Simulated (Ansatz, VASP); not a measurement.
Given: the input of a run of Ansatz 0.2.0 on Rh.

File input.yaml:

```yaml
crystal:
  lattice:
    - [2.7126497715, 0.0, 0.0]
    - [-1.3563248858, 2.3492236138, 0.0]
    - [0.0, 0.0, 4.3987667018]
  atoms:
    - { symbol: Rh, position: [0.3333333333, 0.6666666667, 0.25] }
    - { symbol: Rh, position: [0.6666666667, 0.3333333333, 0.75] }
hamiltonian:
  xc: pbe0
  pseudopotentials: { kind: paw }
kpoints:
  mp_grid: { grid: [6, 6, 4] }
scf:
  occupations: { method: fermi_dirac, width: 0.05 }
output:
  forces: true
  stress: true
  eigenvalues: true
```

Potentials or basis: Ansatz PAW.

The run is started by

```bash
$ ansatz run input.yaml --threads 2 --pin off --max-ram 5632MiB --backend cpu --events-out ev --progress --plain --runs-dir out
```

Translate it to VASP 6.6.1. Potentials there: VASP PAW PBE potentials, release 64 (Rh_pv).

As run (the cutoff follows the program's own potentials):

The input POSCAR:

```
Rh
1.0
    2.7126497715      0.0000000000      0.0000000000
   -1.3563248858      2.3492236138      0.0000000000
    0.0000000000      0.0000000000      4.3987667018
Rh
2
Direct
    0.3333333333      0.6666666667      0.2500000000
    0.6666666667      0.3333333333      0.7500000000
```

File INCAR.step1:

```
SYSTEM = Rh
ALGO = Normal
EDIFF = 1E-5
ENCUT = 520
GGA = PE
ISIF = 2
ISMEAR = -1
LASPH = .True.
LCHARG = .False.
LREAL = .False.
LWAVE = .True.
NBANDS = 22
NELM = 80
PREC = Accurate
SIGMA = 0.05
```

The input INCAR.step2:

```
SYSTEM = Rh
AEXX = 0.25
ALGO = Normal
EDIFF = 1E-6
ENCUT = 520
GGA = PE
ISIF = 2
ISMEAR = -1
ISTART = 1
LASPH = .True.
LCHARG = .False.
LHFCALC = .True.
LREAL = .False.
LWAVE = .False.
NBANDS = 22
NELM = 80
PREC = Accurate
PRECFOCK = Normal
SIGMA = 0.05
```

KPOINTS

```
k-points
0
Gamma
  6 6 4
  0 0 0
```

Potentials or basis: VASP PAW PBE potentials, release 64 (Rh_pv).

Run with:

```console
$ cat potpaw_PBE.64/Rh_pv/POTCAR > POTCAR
$ cp INCAR.step1 INCAR
$ mpirun -np 1 vasp_std > vasp.out
$ cp INCAR.step2 INCAR
$ mpirun -np 1 vasp_std > vasp.out
```

Both were run:

|  | VASP | Ansatz | Ansatz less VASP |
| --- | --- | --- | --- |
| gap on the k mesh at the Fermi level (eV) | none | none | - |
| pressure (GPa) | -9.9 | -10.1 | -0.22 |
| traceless stress, the component that is largest in VASP (GPa) | -5.37 | -5.32 | +0.051 |

A gap of «none» marks a metal or a gap that the smearing closes. VASP's potentials hold 30 valence electrons a cell and Ansatz's 34, so a difference there can come from the potentials and not from the codes.

The k mesh is coarse, so the values compare programs but aren't converged.
